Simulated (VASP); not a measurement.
# Mn (P6_3/mmc) in VASP: further runs

Mn is run at these levels: PBE; tasks: single point.

Program: VASP 6.6.1. These are calculated values, not measurements. Logs are shortened: lines on timing, memory, paths and dates and some standing lists are left out, and cuts for length are marked.

**1. The cell of the first run**

Symmetry: P6_3/mmc, No. 194, hexagonal system. The conventional cell has a = 2.313 Å, b = 2.313 Å, c = 3.736 Å, α = 90.00°, β = 90.00°, γ = 120.00°. Mn (site symmetry -6m2) has 12 Mn at 2.30 to 2.31 Å within 3.0 Å.

This isn't the form of Mn at room conditions, which is a 58-atom cubic cell.

**2. Single point, PBE, collinear spin, ferromagnetic start**

File INCAR:

```
SYSTEM = Mn
  PREC = Accurate
  ENCUT = 520
  EDIFF = 1E-6
  ISMEAR = -1
  SIGMA = 0.08
  LREAL = .FALSE.
  LASPH = .TRUE.
  NELM = 150
  ALGO = Normal
  ISIF = 2
  LWAVE = .FALSE.
  LCHARG = .FALSE.
  ISPIN = 2
  MAGMOM = 3 3
  LORBIT = 11
  LMAXMIX = 4
  GGA = PE
  NBANDS = 24
```

File KPOINTS:

```
Automatic mesh
0
G
  19 19 10
  0 0 0
```

File POSCAR:

```
Mn
1.0
    2.3127066367      0.0000000000      0.0000000000
   -1.1563533184      2.0028626989      0.0000000000
    0.0000000000      0.0000000000      3.7363066958
Mn
2
Direct
    0.3333333333      0.6666666667      0.2500000000
    0.6666666667      0.3333333333      0.7500000000
```

Potentials or basis: VASP PAW PBE potentials, release 64 (Mn_pv).

Started as:

```bash
$ cat potpaw_PBE.64/Mn_pv/POTCAR > POTCAR
$ mpirun -np 1 vasp_std > vasp.out
```

OUTCAR:

```text
SYSTEM = Mn
   PREC = Accurate
   ENCUT = 520
   EDIFF = 1E-6
   ISMEAR = -1
   LREAL = .FALSE.
   LASPH = .TRUE.
   NELM = 150
   ISIF = 2
   ISPIN = 2
   LORBIT = 11
   GGA = PE

 ion  position               nearest neighbor table
   1  0.333  0.667  0.250-   2 2.30   2 2.30   2 2.30   2 2.30   2 2.30   2 2.30
   2  0.667  0.333  0.750-   1 2.30   1 2.30   1 2.30   1 2.30   1 2.30   1 2.30

  LATTYP: Found a hexagonal cell.
 ALAT       =     2.3127066367
 C/A-ratio  =     1.6155558325

  Lattice vectors:

 A1 = (   2.3127066367,   0.0000000000,   0.0000000000)
 A2 = (  -1.1563533184,   2.0028626989,   0.0000000000)
 A3 = (   0.0000000000,   0.0000000000,   3.7363066958)

Analysis of symmetry for initial positions (statically):
=====================================================================
 Subroutine PRICEL returns:
 Original cell was already a primitive cell.

 Routine SETGRP: Setting up the symmetry group for a
 hexagonal supercell.

 Subroutine GETGRP returns: Found 24 space group operations
 (whereof 12 operations were pure point group operations)
 out of a pool of 24 trial point group operations.

The static configuration has the point symmetry D_3d.
 The point group associated with its full space group is D_6h.

Analysis of symmetry for dynamics (positions and initial velocities):
=====================================================================
 Subroutine PRICEL returns:
 Original cell was already a primitive cell.

 Routine SETGRP: Setting up the symmetry group for a
 hexagonal supercell.

 Subroutine GETGRP returns: Found 24 space group operations
 (whereof 12 operations were pure point group operations)
 out of a pool of 24 trial point group operations.

The dynamic configuration has the point symmetry D_3d.
 The point group associated with its full space group is D_6h.

Analysis of structural, dynamic, and magnetic symmetry:
=====================================================================
 Subroutine PRICEL returns:
 Original cell was already a primitive cell.

 Routine SETGRP: Setting up the symmetry group for a
 hexagonal supercell.

 Subroutine GETGRP returns: Found 24 space group operations
 (whereof 12 operations were pure point group operations)
 out of a pool of 24 trial point group operations.

The overall configuration has the point symmetry D_3d.
 The point group associated with its full space group is D_6h.

 Subroutine INISYM returns: Found 24 space group operations
 (whereof 12 operations are pure point group operations),
 and found     1 'primitive' translations

----------------------------------------------------------------------------------------

                                     Primitive cell

  volume of cell :      17.3067

  direct lattice vectors                    reciprocal lattice vectors
     2.312706637  0.000000000  0.000000000     0.432393795  0.249642674  0.000000000
    -1.156353318  2.002862699  0.000000000     0.000000000  0.499285348  0.000000000
     0.000000000  0.000000000  3.736306696     0.000000000  0.000000000  0.267643981

  length of vectors
     2.312706637  2.312706637  3.736306696     0.499285348  0.499285348  0.267643981

  position of ions in fractional coordinates (direct lattice)
     0.333333333  0.666666667  0.250000000
     0.666666667  0.333333333  0.750000000

  ion indices of the primitive-cell ions
   primitive index   ion index
                 1           1
                 2           2

----------------------------------------------------------------------------------------

 KPOINTS: Automatic mesh

Automatic generation of k-mesh.
 Grid dimensions read from file:
 generate k-points for:   19   19   10

 Generating k-lattice:

  Cartesian coordinates                     Fractional coordinates (reciprocal lattice)
     0.022757568  0.013139088  0.000000000     0.052631579 -0.000000000  0.000000000
     0.000000000  0.026278176  0.000000000     0.000000000  0.052631579  0.000000000
     0.000000000  0.000000000  0.026764398     0.000000000  0.000000000  0.100000000

  Length of vectors
     0.026278176  0.026278176  0.026764398

  Shift w.r.t. Gamma in fractional coordinates (k-lattice)
     0.000000000  0.000000000  0.000000000

 Subroutine IBZKPT returns following result:
 ===========================================

 Found    240 irreducible k-points:

 Following reciprocal coordinates:
            Coordinates               Weight
  0.000000  0.000000  0.000000      1.000000
  0.052632 -0.000000  0.000000      6.000000
  0.105263 -0.000000  0.000000      6.000000
  0.157895  0.000000  0.000000      6.000000
  0.210526  0.000000  0.000000      6.000000
  0.263158 -0.000000  0.000000      6.000000
[... 16 lines left out ...]
  0.263158  0.105263  0.000000     12.000000
  0.315789  0.105263  0.000000     12.000000
 [... further k-points ...]
   k-points           NKPTS =    240   k-points in BZ     NKDIM =    240   number of bands    NBANDS=     24
   number of dos      NEDOS =    301   number of ions     NIONS =      2
   total plane-waves  NPLWV =   9072
   dimension x,y,z NGX =    18 NGY =   18 NGZ =   28
   dimension x,y,z NGXF=    36 NGYF=   36 NGZF=   56
   ions per type =               2
   NGX,Y,Z   is equivalent  to a cutoff of  12.94, 12.94, 12.46 a.u.
   NGXF,Y,Z  is equivalent  to a cutoff of  25.88, 25.88, 24.92 a.u.
 SYSTEM =  Mn
   PREC   = accura    normal or accurate (medium, high low for compatibility)
   ISTART =      0    job   : 0-new  1-cont  2-samecut
   ICHARG =      2    charge: 1-file 2-atom 10-const
   ISPIN  =      2    spin polarized calculation?
   LNONCOLLINEAR =      F non collinear calculations
   LSORBIT =      F    spin-orbit coupling
   LASPH  =      T    aspherical Exc in radial PAW
   ENCUT  =  520.0 eV  38.22 Ry    6.18 a.u.   4.30  4.30  6.95*2*pi/ulx,y,z
   NELM   =    150;   NELMIN=  2; NELMDL= -5     # of ELM steps
   EDIFF  = 0.1E-05   stopping-criterion for ELM
   LREAL  =      F    real-space projection
[... 7 lines left out ...]
   TEBEG  =    0.0;   TEEND  =   0.0 temperature during run
   PSTRESS=    0.0 pullay stress
   NELECT =      26.0000    total number of electrons
   NUPDOWN=      -1.0000    fix difference up-down
   EMIN   =  10.00;   EMAX   =-10.00  energy-range for DOS
   EFERMI =   0.00;   METHOD = LEGACY
   ISMEAR =    -1;   SIGMA  =   0.08  broadening in eV -4-tet -1-fermi 0-gaus
   EFERMI_NEDOS =   21; number of points for ismear=-14 and -15
   IALGO  =     38    algorithm
   IMIX   =      4    mixing-type and parameters
     AMIX     =   0.40;   BMIX     =  1.00
     AMIX_MAG =   1.60;   BMIX_MAG =  1.00
  volume/ion in A,a.u.               =       8.65        58.40
  Fermi-wavevector in a.u.,A,eV,Ry     =   1.874971  3.543181 47.831497  3.515516
  Thomas-Fermi vector in A             =   2.919787
   LORBIT       =     11    0 simple, 1 ext, 2 COOP (PROOUT), +10 PAW based schemes
   GGA     = PE    functional components
   LHFCALC =     F    Hartree Fock is set to
   AEXX    =    0.0000 exact exchange contribution
   IVDW    =     0    specifies the selected vdW correction
   LEPSILON=     F    determine dielectric tensor
   LRPA    =     F    only Hartree local field effects (RPA)
 spin polarized calculation
  energy-cutoff  :      520.00
  volume of cell :       17.31
 maximum number of plane-waves:       494
 NGX is ok and might be reduce to    18
   NGX =  9   NGY =  9   NGZ = 13

 number of electron      26.0000045 magnetization      -0.0009224

 number of electron      26.0000045 magnetization       0.0000049

 Free energy of the ion-electron system (eV)
  ---------------------------------------------------
  ext. energy  EPLUGINS =         0.00000000
  ---------------------------------------------------
  free energy    TOTEN  =       -16.90170560 eV

  energy without entropy =      -16.85606448  energy(sigma->0) =      -16.87888504

 E-fermi :  13.7524     XC(G=0): -15.3783

 val. band max:       13.7426043743   @ k =   0.3158   0.1053   0.4000
 cond. band min:      13.7545691859   @ k =   0.2632   0.1053   0.5000
 fundamental gap:      0.0119648116
 Fermi energy:        13.7524228806

 spin component 1

 k-point     1 :       0.0000    0.0000    0.0000
  band No.  band energies     occupation
      1     -35.0334      1.00000
      2     -33.7104      1.00000
      3     -33.7104      1.00000
      4     -33.5113      1.00000
      5     -33.5113      1.00000
      6     -33.4895      1.00000
[... 16 lines left out ...]
     23      44.7467      0.00000
     24      44.7467      0.00000

 k-point     2 :       0.0526   -0.0000    0.0000
  band No.  band energies     occupation
      1     -35.0195      1.00000
      2     -33.7412      1.00000
      3     -33.7202      1.00000
      4     -33.5434      1.00000
      5     -33.5154      1.00000
      6     -33.4945      1.00000
[... 16 lines left out ...]
     23      43.2239      0.00000
     24      43.4994      0.00000

 k-point     3 :       0.1053   -0.0000    0.0000
  band No.  band energies     occupation
      1     -34.9786      1.00000
      2     -33.8305      1.00000
      3     -33.7483      1.00000
      4     -33.6351      1.00000
      5     -33.5276      1.00000
      6     -33.5097      1.00000
[... 16 lines left out ...]
     23      41.3423      0.00000
     24      42.3691      0.00000
[... 514 lines left out ...]
 k-point    23 :       0.2632    0.1053    0.0000
  band No.  band energies     occupation
      1     -34.5845      1.00000
      2     -34.5011      1.00000
      3     -34.3284      1.00000
      4     -33.9706      1.00000
      5     -33.6981      1.00000
      6     -33.6925      1.00000
[... 16 lines left out ...]
     23      38.3621      0.00000
     24      38.6699      0.00000

 k-point    24 :       0.3158    0.1053    0.0000
  band No.  band energies     occupation
      1     -34.6493      1.00000
      2     -34.4764      1.00000
      3     -34.4345      1.00000
      4     -34.0349      1.00000
      5     -33.7569      1.00000
      6     -33.7302      1.00000
[... 16 lines left out ...]
     23      36.6737      0.00000
     24      37.9119      0.00000

 [... further k-points ...]

 spin component 2

 k-point     1 :       0.0000    0.0000    0.0000
  band No.  band energies     occupation
      1     -35.0334      1.00000
      2     -33.7104      1.00000
      3     -33.7104      1.00000
      4     -33.5113      1.00000
      5     -33.5113      1.00000
      6     -33.4895      1.00000
[... 16 lines left out ...]
     23      44.7467      0.00000
     24      44.7467      0.00000

 k-point     2 :       0.0526   -0.0000    0.0000
  band No.  band energies     occupation
      1     -35.0195      1.00000
      2     -33.7412      1.00000
      3     -33.7202      1.00000
      4     -33.5434      1.00000
      5     -33.5154      1.00000
      6     -33.4945      1.00000
[... 16 lines left out ...]
     23      43.2239      0.00000
     24      43.4994      0.00000

 k-point     3 :       0.1053   -0.0000    0.0000
  band No.  band energies     occupation
      1     -34.9786      1.00000
      2     -33.8305      1.00000
      3     -33.7483      1.00000
      4     -33.6351      1.00000
      5     -33.5276      1.00000
      6     -33.5097      1.00000
[... 16 lines left out ...]
     23      41.3423      0.00000
     24      42.3691      0.00000
[... 514 lines left out ...]
 k-point    23 :       0.2632    0.1053    0.0000
  band No.  band energies     occupation
      1     -34.5845      1.00000
      2     -34.5011      1.00000
      3     -34.3284      1.00000
      4     -33.9706      1.00000
      5     -33.6981      1.00000
      6     -33.6925      1.00000
[... 16 lines left out ...]
     23      38.3621      0.00000
     24      38.6699      0.00000

 k-point    24 :       0.3158    0.1053    0.0000
  band No.  band energies     occupation
      1     -34.6493      1.00000
      2     -34.4764      1.00000
      3     -34.4345      1.00000
      4     -34.0349      1.00000
      5     -33.7569      1.00000
      6     -33.7302      1.00000
[... 16 lines left out ...]
     23      36.6737      0.00000
     24      37.9119      0.00000

 [... further k-points ...]

------------------------ aborting loop because EDIFF is reached ----------------------------------------

  FORCE on cell =-STRESS in cart. coord.  units (eV):
  Direction    XX          YY          ZZ          XY          YZ          ZX
  --------------------------------------------------------------------------------------
  -------------------------------------------------------------------------------------
  Total       10.3408903     10.3408903     10.3360243     -0.0000000      0.0000000      0.0000000
  in kB      957.3136879    957.3136879    956.8632227     -0.0000000      0.0000000      0.0000000
  external PRESSURE =     957.1635328 kB  Pullay stress =       0.0000000 kB

 VOLUME and BASIS-vectors are now :
 -----------------------------------------------------------------------------
  energy-cutoff  :      520.00
  volume of cell :       17.31
      direct lattice vectors                 reciprocal lattice vectors
     2.312706637  0.000000000  0.000000000     0.432393795  0.249642674  0.000000000
    -1.156353318  2.002862699  0.000000000     0.000000000  0.499285348  0.000000000
     0.000000000  0.000000000  3.736306696     0.000000000  0.000000000  0.267643981

 POSITION                                       TOTAL-FORCE (eV/Angst)
 -----------------------------------------------------------------------------------
     -0.00000      1.33524      0.93408        -0.000000      0.000000      0.000000
      1.15635      0.66762      2.80223         0.000000      0.000000      0.000000
 -----------------------------------------------------------------------------------
    total drift:                                0.000000     -0.000000      0.000000

  FREE ENERGIE OF THE ION-ELECTRON SYSTEM (eV)
  ---------------------------------------------------
  free  energy   TOTEN  =       -16.9017055995 eV

  energy  without entropy=      -16.8560644817  energy(sigma->0) =      -16.87888504

 total charge

# of ion       s       p       d       tot
------------------------------------------
    1        0.526   6.562   5.434  12.522
    2        0.526   6.562   5.434  12.522
--------------------------------------------------
tot          1.052  13.124  10.868  25.045

 magnetization (x)

# of ion       s       p       d       tot
------------------------------------------
    1        0.000   0.000   0.000   0.000
    2        0.000   0.000   0.000   0.000
--------------------------------------------------
tot          0.000   0.000   0.000   0.000
```

Run time: 2.9 min. Hardware: 1 thread of Intel Xeon Platinum 8488C (Sapphire Rapids), shared host; peak memory 0.24 GiB.

What came out:

* Free energy: -16.9017 eV
* Pressure: 95.7 GPa
* Band gap on the k mesh: zero (filled and empty bands overlap)
* Net moment: 0.00 μB per cell
* Valence electrons inside the program's atomic spheres: Mn 12.52

Caveat: the cell stands under pressure; the moments typed at the start vanished in this run.

**3. Single point, PBE, collinear spin, ferromagnetic start**

File INCAR:

```
SYSTEM = Mn
ALGO = Normal ; EDIFF = 1E-7
ENCUT = 520 ; GGA = PE
ISIF = 2 ; ISMEAR = -1
ISPIN = 2 ; LASPH = .True.
LCHARG = .False. ; LMAXMIX = 4
LORBIT = 11 ; LREAL = .False.
LWAVE = .False. ; MAGMOM = 3 3
NBANDS = 24 ; NELM = 150
PREC = Accurate ; SIGMA = 0.08
```

File KPOINTS:

```
k-points
0
Gamma
  19 19 10
  0 0 0
```

File POSCAR:

```
Mn
1.0
    2.3127700483      0.0000000000      0.0000000000
   -1.1563850242      2.0029176150      0.0000000000
    0.0000000000      0.0000000000      3.7363799972
Mn
2
Direct
    0.3333333333      0.6666666667      0.2500000000
    0.6666666667      0.3333333333      0.7500000000
```

Potentials or basis: VASP PAW PBE potentials, release 64 (Mn_pv).

Started as:

```bash
$ cat potpaw_PBE.64/Mn_pv/POTCAR > POTCAR
$ mpirun -np 1 vasp_std > vasp.out
```

It took 2.8 min on 1 thread of Intel Xeon Platinum 8488C (Sapphire Rapids), shared host; peak memory 0.24 GiB.

The run converged. Its results:

- Free energy: -16.9025 eV
- Pressure: 95.7 GPa
- Band gap on the k mesh: zero (filled and empty bands overlap)
- Net moment: 0.00 μB per cell
- Valence electrons inside the program's atomic spheres: Mn 12.52

Levels at points of the mesh, in eV from the Fermi level:
Spin up:
```
           k point  band 9  band 10  band 11  band 12  band 13  band 14  band 15  band 16  band 17  band 18
(0.00, 0.00, 0.00)   -1.34    -1.34    -1.34    -0.68    -0.68     0.02     0.02     1.27     2.15     2.15
(0.00, 0.00, 0.50)   -1.98    -1.98    -1.45    -1.45    -1.45    -1.45     1.60     1.60     1.60     1.60
```
Spin down:
```csv
k point,band 11,band 12,band 13,band 14,band 15,band 16
"(0.00, 0.00, 0.00)",-1.34,-0.68,-0.68,0.02,0.02,1.27
"(0.00, 0.00, 0.50)",-1.45,-1.45,-1.45,-1.45,1.60,1.60
```

Caveat: the cell stands under pressure; the moments typed at the start vanished in this run.
